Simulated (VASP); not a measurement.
Here is a VASP 6.6.1 calculation.

Contents of INCAR:

```
PREC = Accurate
ENCUT = 520
EDIFF = 1E-6
ISMEAR = -1
SIGMA = 0.05
LREAL = Auto
LASPH = T
NELM = 80
ALGO = Normal
ISIF = 2
LWAVE = F
LCHARG = F
GGA = PS
NBANDS = 66
```

Contents of KPOINTS:

```
Automatic mesh
0
Gamma
  3 3 3
```

The input POSCAR:

```
ZnCdSi2P4
1.0
    5.5160660000     -0.0000290000     -0.0000110000
   -0.0000290000      5.5160660000     -0.0000110000
   -0.0000200000     -0.0000200000     10.4762320000
Zn Cd Si P
2 2 4 8
Direct
    0.0231500000      0.0015290000      0.9915110000
    0.4794040000      0.0174830000      0.7470040000
    0.9580190000      0.4927540000      0.2276400000
    0.4982420000      0.5168530000      0.4902000000
    0.9767120000      0.9999440000      0.5102460000
    0.4965390000      0.0098160000      0.2633340000
    0.5193000000      0.4774470000      0.0017280000
    0.9961970000      0.4844820000      0.7502290000
    0.2928620000      0.2550150000      0.1165660000
    0.2160810000      0.2574190000      0.6264150000
    0.7285320000      0.7457970000      0.1239580000
    0.7209300000      0.2365110000      0.3808250000
    0.2696990000      0.7726990000      0.3684550000
    0.2449150000      0.7156960000      0.8845960000
    0.7774750000      0.7479510000      0.6152800000
    0.7692660000      0.2934590000      0.8859890000
```

Potentials or basis: VASP PAW PBE potentials, release 64 (Zn, Cd, Si, P).

Command:

```sh
$ cat potpaw_PBE.64/Zn/POTCAR potpaw_PBE.64/Cd/POTCAR potpaw_PBE.64/Si/POTCAR potpaw_PBE.64/P/POTCAR > POTCAR
$ mpirun -np 1 vasp_std > vasp.out
```

Task: Estimate the largest force.

Result: 4.675 eV/Å.

Task: Predict the band gap on the k mesh.

Result: 0.97 eV, direct.

Task: Estimate the pressure.

Result: 3.5 GPa.

Forces on the atoms (eV/Å):
```
Zn  -0.474 -0.041  0.667
Zn   0.515 -0.661  0.604
Cd   2.889 -1.915  2.078
Cd  -0.676 -0.242  1.606
Si   1.876  1.043 -2.136
Si   0.322 -0.384 -2.502
Si  -1.020  2.873  0.177
Si   0.348  2.164  0.207
P   -0.849 -1.712  1.215
P    0.121 -0.814 -0.307
P   -2.307  3.611 -1.870
P    2.622 -1.768 -0.093
P   -3.659  1.219  0.021
P    0.818 -0.257 -1.204
P   -0.603 -0.520  2.907
P    0.077 -2.595 -1.370
```

Caveat: the PAW data sets were made with another functional, which shifts forces and pressure a little. As with any semilocal functional, this PBEsol gap is likely too small.
